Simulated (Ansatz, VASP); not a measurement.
One calculation of TaN, two programs

```
CELL_PARAMETERS angstrom
2.90832 0.00000 0.00000
-1.45416 2.51868 0.00000
0.00000 0.00000 2.85388
ATOMIC_POSITIONS crystal
Ta 0.33333 0.66667 0.50000
N 0.00000 0.00000 0.00000
```

Change from the starting cell: volume scaled by 0.97, PAW files.

Alike in both runs: task electric field gradients; functional PBEsol; k mesh 12 × 12 × 10; occupations fermi-dirac, width 0.02 eV; no spin polarisation.

```csv
,VASP,Ansatz
version,VASP 6.6.1,Ansatz 0.2.0
potentials or method,"VASP PAW PBE potentials, release 64 (Ta_sv_GW, N)","PAW with Ansatz's default frozen-core files, scalar-relativistic"
plane-wave cutoff (eV),520,420
valence electrons in the cell,18,18
```

```csv
,VASP,Ansatz,Ansatz less VASP
pressure (GPa),6.1,6.3,+0.18
"traceless stress, the component that is largest in VASP (GPa)",0.77,0.68,-0.095
size of Vzz on the site where it differs most (V/Å²),30.6,47.5,+16.93
```

VASP's potentials were made for PBE, not for PBEsol. With one functional, cell and mesh, what is left measures potentials, basis and numerics.

Neither program's run includes spin-orbit coupling.
